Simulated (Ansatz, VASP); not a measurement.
One calculation of MgO, two programs

The input INCAR:

```
SYSTEM = MgO
ALGO = Normal
EDIFF = 1E-6
EDIFFG = -0.05
ENCUT = 600
IBRION = 2
ISIF = 3
ISMEAR = 0
LASPH = .TRUE.
LCHARG = .FALSE.
LREAL = .FALSE.
LWAVE = .FALSE.
NELM = 60
NSW = 100
PREC = Accurate
SIGMA = 0.1
```

Contents of KPOINTS:

```
k-points
0
G
  8 8 8
  0 0 0
```

The input POSCAR:

```
MgO
1.0
    0.0000000000      2.1245000000      2.1245000000
    2.1245000000      0.0000000000      2.1245000000
    2.1245000000      2.1245000000      0.0000000000
Mg O
1 1
Direct
    0.0000000000      0.0000000000      0.0000000000
    0.5000000000      0.5000000000      0.5000000000
```

Input for Ansatz:

```yaml
crystal:
  lattice:
    - [0.0, 2.1245, 2.1245]
    - [2.1245, 0.0, 2.1245]
    - [2.1245, 2.1245, 0.0]
  atoms:
    - { symbol: Mg, position: [0.0, 0.0, 0.0] }
    - { symbol: O, position: [0.5, 0.5, 0.5] }
basis:
  ecutwfc: 420
kpoints:
  mp_grid: { grid: [8, 8, 8] }
hamiltonian:
  xc: lda
  pseudopotentials: { kind: paw, azcp: { folder: soft_1 } }
scf:
  occupations: { method: gaussian, width: 0.1 }
output:
  forces: true
  stress: true
  eigenvalues: true
relax:
  adjacent_minimum: "off"
  f_tol: 0.05
  max_steps: 80
  cell: { stress_tol: 0.5 }
```

Alike in both runs: task relaxation of cell and atoms; functional LDA; k mesh 8 × 8 × 8; occupations gaussian, width 0.1 eV; no spin polarisation.

|  | VASP | Ansatz |
| --- | --- | --- |
| version | VASP 6.6.1 | Ansatz 0.2.0 |
| potentials or method | VASP PAW LDA potentials, release 64 (Mg, O), cutoff 600 eV | scalar-relativistic, plane waves, PAW |
| valence electrons in the cell | 8 | 16 |

```tsv
	VASP	Ansatz	Ansatz less VASP
gap on the k mesh at the Fermi level, each at its own relaxed structure (eV)	5.16	5.01	-0.147
relaxed volume (Å³/atom)	8.89	9.02	+0.131
relaxed cell length with the largest relative difference (Å)	2.930	2.944	+0.0143
```

Ansatz warns that its potentials were made for another functional, while VASP's fit it. LDA's correlation is that of Perdew and Zunger in VASP and of Perdew and Wang (1992) in Ansatz. VASP's potentials hold 8 valence electrons a cell and Ansatz's 16, so a difference there can come from the potentials and not from the codes.
